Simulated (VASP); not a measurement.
# Sc (Fm-3m) in VASP: a series of runs, part 2 of 2

VASP 6.6.1. The steps go on from the part before.

## 4. Relaxation of cell and atoms, PBE, target pressure 160 GPa, at which the enthalpy is minimised

INCAR reads:

```
SYSTEM = Sc
PREC = Accurate ; ENCUT = 500
EDIFF = 1E-7 ; ISMEAR = -1
SIGMA = 0.1 ; LREAL = .FALSE.
LASPH = .TRUE. ; NELM = 120
ALGO = Normal ; ISIF = 3
LWAVE = .FALSE. ; LCHARG = .FALSE.
GGA = PE ; IBRION = 2
NSW = 32 ; EDIFFG = -0.005
PSTRESS = 1600.0 ; GGA_COMPAT = .FALSE.
NELMIN = 4
```

KPOINTS reads:

```
Automatic mesh
0
G
  19 19 19
  0 0 0
```

POSCAR reads:

```
Sc
1.0
    0.0000000000      1.7151196557      1.7151196557
    1.7151196557      0.0000000000      1.7151196557
    1.7151196557      1.7151196557      0.0000000000
Sc
1
Direct
    0.0000000000      0.0000000000      0.0000000000
```

Potentials or basis: VASP PAW PBE potentials, release 64 (Sc_sv).

On the command line:

```sh
$ cat potpaw_PBE.64/Sc_sv/POTCAR > POTCAR
$ mpirun -np 1 vasp_std > vasp.out
```

OUTCAR:

```text
SYSTEM = Sc
   PREC = Accurate
   ENCUT = 500
   EDIFF = 1E-7
   ISMEAR = -1
   LREAL = .FALSE.
   LASPH = .TRUE.
   NELM = 120
   ISIF = 3
   GGA = PE
   IBRION = 2
   NSW = 32
   EDIFFG = -0.005
   PSTRESS = 1600.0
   NELMIN = 4

 ion  position               nearest neighbor table
   1  0.000  0.000  0.000-

  LATTYP: Found a face centered cubic cell.
 ALAT       =     3.4302393114

  Lattice vectors:

 A1 = (   0.0000000000,   1.7151196557,   1.7151196557)
 A2 = (   1.7151196557,   0.0000000000,   1.7151196557)
 A3 = (   1.7151196557,   1.7151196557,   0.0000000000)

Analysis of symmetry for initial positions (statically):
=====================================================================
 Subroutine PRICEL returns:
 Original cell was already a primitive cell.

 Routine SETGRP: Setting up the symmetry group for a
 face centered cubic supercell.

 Subroutine GETGRP returns: Found 48 space group operations
 (whereof 48 operations were pure point group operations)
 out of a pool of 48 trial point group operations.

The static configuration has the point symmetry O_h .

Analysis of symmetry for dynamics (positions and initial velocities):
=====================================================================
 Subroutine PRICEL returns:
 Original cell was already a primitive cell.

 Routine SETGRP: Setting up the symmetry group for a
 face centered cubic supercell.

 Subroutine GETGRP returns: Found 48 space group operations
 (whereof 48 operations were pure point group operations)
 out of a pool of 48 trial point group operations.

The dynamic configuration has the point symmetry O_h .

 Subroutine INISYM returns: Found 48 space group operations
 (whereof 48 operations are pure point group operations),
 and found     1 'primitive' translations

----------------------------------------------------------------------------------------

                                     Primitive cell

  volume of cell :      10.0905

  direct lattice vectors                    reciprocal lattice vectors
     0.000000000  1.715119656  1.715119656    -0.291524850  0.291524850  0.291524850
     1.715119656  0.000000000  1.715119656     0.291524850 -0.291524850  0.291524850
     1.715119656  1.715119656  0.000000000     0.291524850  0.291524850 -0.291524850

  length of vectors
     2.425545478  2.425545478  2.425545478     0.504935852  0.504935852  0.504935852

  position of ions in fractional coordinates (direct lattice)
     0.000000000  0.000000000  0.000000000

  ion indices of the primitive-cell ions
   primitive index   ion index
                 1           1

----------------------------------------------------------------------------------------

 KPOINTS: Automatic mesh

Automatic generation of k-mesh.
 Grid dimensions read from file:
 generate k-points for:   19   19   19

 Generating k-lattice:

  Cartesian coordinates                     Fractional coordinates (reciprocal lattice)
    -0.015343413  0.015343413  0.015343413     0.052631579  0.000000000  0.000000000
     0.015343413 -0.015343413  0.015343413     0.000000000  0.052631579  0.000000000
     0.015343413  0.015343413 -0.015343413     0.000000000  0.000000000  0.052631579

  Length of vectors
     0.026575571  0.026575571  0.026575571

  Shift w.r.t. Gamma in fractional coordinates (k-lattice)
     0.000000000  0.000000000  0.000000000

 Subroutine IBZKPT returns following result:
 ===========================================

 Found    220 irreducible k-points:

 Following reciprocal coordinates:
            Coordinates               Weight
  0.000000  0.000000  0.000000      1.000000
  0.052632  0.000000  0.000000      8.000000
  0.105263  0.000000  0.000000      8.000000
  0.157895  0.000000  0.000000      8.000000
  0.210526  0.000000  0.000000      8.000000
  0.263158  0.000000  0.000000      8.000000
[... 16 lines left out ...]
 -0.315789  0.052632  0.000000     24.000000
 -0.263158  0.052632  0.000000     24.000000
 [... further k-points ...]
   k-points           NKPTS =    220   k-points in BZ     NKDIM =    220   number of bands    NBANDS=      9
   number of dos      NEDOS =    301   number of ions     NIONS =      1
   total plane-waves  NPLWV =   5832
   dimension x,y,z NGX =    18 NGY =   18 NGZ =   18
   dimension x,y,z NGXF=    36 NGYF=   36 NGZF=   36
   ions per type =               1
   NGX,Y,Z   is equivalent  to a cutoff of  12.34, 12.34, 12.34 a.u.
   NGXF,Y,Z  is equivalent  to a cutoff of  24.67, 24.67, 24.67 a.u.
 SYSTEM =  Sc
   PREC   = accura    normal or accurate (medium, high low for compatibility)
   ISTART =      0    job   : 0-new  1-cont  2-samecut
   ICHARG =      2    charge: 1-file 2-atom 10-const
   ISPIN  =      1    spin polarized calculation?
   LNONCOLLINEAR =      F non collinear calculations
   LSORBIT =      F    spin-orbit coupling
   LASPH  =      T    aspherical Exc in radial PAW
   ENCUT  =  500.0 eV  36.75 Ry    6.06 a.u.   4.42  4.42  4.42*2*pi/ulx,y,z
   NELM   =    120;   NELMIN=  4; NELMDL= -5     # of ELM steps
   EDIFF  = 0.1E-06   stopping-criterion for ELM
   LREAL  =      F    real-space projection
   EDIFFG = -.5E-02   stopping-criterion for IOM
   NSW    =     32    number of steps for IOM
   IBRION =      2    ionic relax: 0-MD 1-quasi-New 2-CG
   NFREE  =      1    steps in history (QN), initial steepest desc. (CG)
   ISIF   =      3    stress and relaxation
   ISYM   =      2    0-nonsym 1-usesym 2-fastsym
   POTIM  = 0.5000    time-step for ionic-motion
   TEBEG  =    0.0;   TEEND  =   0.0 temperature during run
   PSTRESS= 1600.0 pullay stress
   NELECT =      11.0000    total number of electrons
   NUPDOWN=      -1.0000    fix difference up-down
   EMIN   =  10.00;   EMAX   =-10.00  energy-range for DOS
   EFERMI =   0.00;   METHOD = LEGACY
   ISMEAR =    -1;   SIGMA  =   0.10  broadening in eV -4-tet -1-fermi 0-gaus
   EFERMI_NEDOS =   21; number of points for ismear=-14 and -15
   IALGO  =     38    algorithm
   IMIX   =      4    mixing-type and parameters
     AMIX     =   0.40;   BMIX     =  1.00
     AMIX_MAG =   1.60;   BMIX_MAG =  1.00
  volume/ion in A,a.u.               =      10.09        68.09
  Fermi-wavevector in a.u.,A,eV,Ry     =   1.684876  3.183954 38.624321  2.838807
  Thomas-Fermi vector in A             =   2.767820
   LORBIT       =      0    0 simple, 1 ext, 2 COOP (PROOUT), +10 PAW based schemes
   GGA     = PE    functional components
   LHFCALC =     F    Hartree Fock is set to
   AEXX    =    0.0000 exact exchange contribution
   IVDW    =     0    specifies the selected vdW correction
   LEPSILON=     F    determine dielectric tensor
   LRPA    =     F    only Hartree local field effects (RPA)
 conjugate gradient relaxation of ions
 non-spin polarized calculation
  energy-cutoff  :      500.00
  volume of cell :       10.09
 maximum number of plane-waves:       271
 NGX is ok and might be reduce to    18
   NGX =  9   NGY =  9   NGZ =  9

--------------------------------------- Ionic step        1  -------------------------------------------

 number of electron      10.9999995 magnetization

 Free energy of the ion-electron system (eV)
  ---------------------------------------------------
  ext. energy  EPLUGINS =         0.00000000
  ---------------------------------------------------
  free energy    TOTEN  =        -1.99476249 eV

  energy without entropy =       -1.96628686  energy(sigma->0) =       -1.98052468

------------------------ aborting loop because EDIFF is reached ----------------------------------------

  FORCE on cell =-STRESS in cart. coord.  units (eV):
  Direction    XX          YY          ZZ          XY          YZ          ZX
  --------------------------------------------------------------------------------------
  -------------------------------------------------------------------------------------
  Total       10.3226401     10.3226401     10.3226401      0.0000000      0.0000000      0.0000000
  in kB     1639.0345273   1639.0345273   1639.0345273      0.0000000      0.0000000      0.0000000
  external PRESSURE =      39.0345273 kB  Pullay stress =    1600.0000000 kB
[... 61 lines left out ...]
--------------------------------------- Ionic step        3  -------------------------------------------

 number of electron      10.9999996 magnetization

 Free energy of the ion-electron system (eV)
  ---------------------------------------------------
  ext. energy  EPLUGINS =         0.00000000
  ---------------------------------------------------
  free energy    TOTEN  =        -2.09714658 eV

  energy without entropy =       -2.06838555  energy(sigma->0) =       -2.08276607

 E-fermi :  10.7878     XC(G=0): -14.1479

 val. band max:       10.7816006102   @ k =   0.4211   0.2105   0.0526
 cond. band min:      10.7909198004   @ k =  -0.3684   0.3158   0.0526
 fundamental gap:      0.0093191902
 Fermi energy:        10.7878160284

 k-point     1 :       0.0000    0.0000    0.0000
  band No.  band energies     occupation
      1     -38.3449      2.00000
      2     -13.8378      2.00000
      3     -13.8378      2.00000
      4     -13.8378      2.00000
      5       6.8793      2.00000
      6      12.9871      0.00000
      7      12.9871      0.00000
      8      12.9871      0.00000
      9      16.9277      0.00000
[... 265 lines left out ...]
 k-point    24 :      -0.2632    0.0526    0.0000
  band No.  band energies     occupation
      1     -37.4589      2.00000
      2     -16.8646      2.00000
      3     -14.3413      2.00000
      4     -14.1173      2.00000
      5       8.8396      2.00000
      6      13.0237      0.00000
      7      13.3115      0.00000
      8      13.4572      0.00000
      9      16.7600      0.00000

 [... further k-points ...]
[... 5 lines left out ...]
  --------------------------------------------------------------------------------------
  -------------------------------------------------------------------------------------
  Total       10.1749036     10.1749036     10.1749036      0.0000000      0.0000000     -0.0000000
  in kB     1599.5188904   1599.5188904   1599.5188904      0.0000000      0.0000000     -0.0000000
  external PRESSURE =      -0.4811096 kB  Pullay stress =    1600.0000000 kB
[... 20 lines left out ...]
  energy  without entropy=       -2.0683855527  energy(sigma->0) =       -2.08276607

  enthalpy is  TOTEN    =         8.0808174582 eV   P V=       10.1779640417

 reached required accuracy - stopping structural energy minimisation
```

OSZICAR:

```text
N       E                     dE             d eps       ncg     rms          rms(c)
DAV:   1     0.612220480757E+02    0.61222E+02   -0.53980E+03  3976   0.135E+03
DAV:   2    -0.122026285668E+01   -0.62442E+02   -0.61167E+02  4012   0.317E+02
DAV:   3    -0.213352437824E+01   -0.91326E+00   -0.88847E+00  4853   0.529E+01
[... 26 lines left out ...]
DAV:   5    -0.209715021300E+01   -0.10745E-04   -0.21136E-05  5526   0.698E-02    0.666E-03
DAV:   6    -0.209714623289E+01    0.39801E-05   -0.60275E-07  4353   0.138E-02    0.533E-04
DAV:   7    -0.209714646133E+01   -0.22843E-06   -0.87005E-09  2053   0.187E-03    0.192E-04
DAV:   8    -0.209714660445E+01   -0.14312E-06   -0.20881E-09  2027   0.111E-03    0.702E-05
DAV:   9    -0.209714658354E+01    0.20916E-07   -0.62320E-10  2001   0.567E-04
   3 F= 0.80808175E+01 E0= 0.80951980E+01  d E =-.122073E-02
```

It took 35 s on 1 thread of Intel Xeon 6975P-C, shared host; peak memory 0.14 GiB.

What came out:

* Free energy: -2.0971 eV
* Relaxed volume: 10.19 Å³/atom
* Relaxed cell: a = 2.434 Å, b = 2.434 Å, c = 2.434 Å, α = 60.00°, β = 60.00°, γ = 60.00°
* Space group after relaxing (to 0.05 Å): Fm-3m (No. 225)
* Energy change on relaxing (the enthalpy is what falls): -102.4 meV/atom
* Ionic steps: 3
* Pressure after relaxing: 160.0 GPa

Step by step:
| step | energy change (eV) | largest force (eV/Å) | pressure (GPa) | volume (Å³) |
| --- | --- | --- | --- | --- |
| 1 | 0.0000 | 0.0000 | 163.90 | 10.09 |
| 2 | -0.3560 | 0.0000 | 150.30 | 10.45 |
| 3 | -0.1024 | 0.0000 | 159.95 | 10.19 |

Final structure:
```
Sc
1.0
     0.00000    1.72084    1.72084
     1.72084    0.00000    1.72084
     1.72084    1.72084    0.00000
Sc
1
Direct
  0.00000 0.00000 0.00000
```

Caveat: the cell is relaxed towards a set pressure, so the enthalpy falls and the energy may rise.

## 5. Relaxation of cell and atoms, PBE, target pressure 160 GPa, at which the enthalpy is minimised

This run uses another cell than the first one, of 10.13 Å³/atom, 1.004 times its volume.

INCAR reads:

```
SYSTEM = Sc
PREC = Accurate ; ENCUT = 500
EDIFF = 1E-7 ; ISMEAR = -1
SIGMA = 0.1 ; LREAL = .False.
LASPH = .True. ; NELM = 120
ALGO = Normal ; ISIF = 3
LWAVE = .False. ; LCHARG = .False.
GGA = PE ; IBRION = 2
NSW = 60 ; EDIFFG = -0.005
PSTRESS = 1600.0 ; GGA_COMPAT = .False.
NELMIN = 4
```

KPOINTS reads:

```
regular mesh
0
Gamma
  19 19 19
  0 0 0
```

POSCAR reads:

```
Sc
1.0
    0.0000000000      1.7174523930      1.7174523930
    1.7174523930      0.0000000000      1.7174523930
    1.7174523930      1.7174523930      0.0000000000
Sc
1
Direct
    0.0000000000      0.0000000000      0.0000000000
```

On the command line:

```sh
$ cat potpaw_PBE.64/Sc_sv/POTCAR > POTCAR
$ mpirun -np 1 vasp_std > vasp.out
```

Wall time 34 s (1 thread of Intel Xeon 6975P-C, shared host); peak memory 0.14 GiB.

The run converged. Its results:

```
Free energy                                            : -2.0967 eV
Relaxed volume                                         : 10.19 Å³/atom
Relaxed cell                                           : a = 2.434 Å, b = 2.434 Å, c = 2.434 Å, α = 60.00°, β = 60.00°, γ = 60.00°
Space group after relaxing (to 0.05 Å)                 : Fm-3m (No. 225)
Energy change on relaxing (the enthalpy is what falls) : -59.9 meV/atom
Ionic steps                                            : 3
Pressure after relaxing                                : 160.0 GPa
```

Step by step:
```
step  energy change (eV)  largest force (eV/Å)  pressure (GPa)  volume (Å³)
   1              0.0000                0.0000          162.28        10.13
   2             -0.2104                0.0000          154.21        10.34
   3             -0.0599                0.0000          159.97        10.19
```

Final structure:
```
Sc
1.0
     0.00000    1.72081    1.72081
     1.72081    0.00000    1.72081
     1.72081    1.72081    0.00000
Sc
1
Direct
  0.00000 0.00000 0.00000
```

Levels at points of the mesh, in eV from the Fermi level:
| k point | band 1 | band 2 | band 3 | band 4 | band 5 | band 6 | band 7 | band 8 | band 9 |
| --- | --- | --- | --- | --- | --- | --- | --- | --- | --- |
| (0.00, 0.00, 0.00) | -49.13 | -24.63 | -24.63 | -24.63 | -3.91 | 2.20 | 2.20 | 2.20 | 6.14 |

Caveat: the cell is relaxed towards a set pressure, so the enthalpy falls and the energy may rise.

## 6. Summary

```tsv
task	cell	gap on the mesh (eV)	pressure (GPa)
single point	a = 2.426 Å, angles 60.0°, 1 atom	none	163.9
single point	a = 2.425 Å, angles 60.0°, 1 atom	none	164.0
relaxation of cell and atoms	relaxed to 160 GPa from a = 2.426 Å, angles 60.0°, 1 atom	none	160.0
relaxation of cell and atoms	relaxed to 160 GPa from a = 2.429 Å, angles 60.0°, 1 atom	none	160.0
```

Alike in all rows: level PBE; potentials or basis VASP PAW PBE potentials, release 64 (Sc_sv); no spin polarisation; k mesh 19 × 19 × 19; cutoff (eV) 500; smearing fermi-dirac 0.1 eV.

Caveats: the cell is relaxed towards a set pressure, so the enthalpy falls and the energy may rise (some runs).

Total energies depend on the potentials used, so only differences within one code and one set of settings carry meaning.
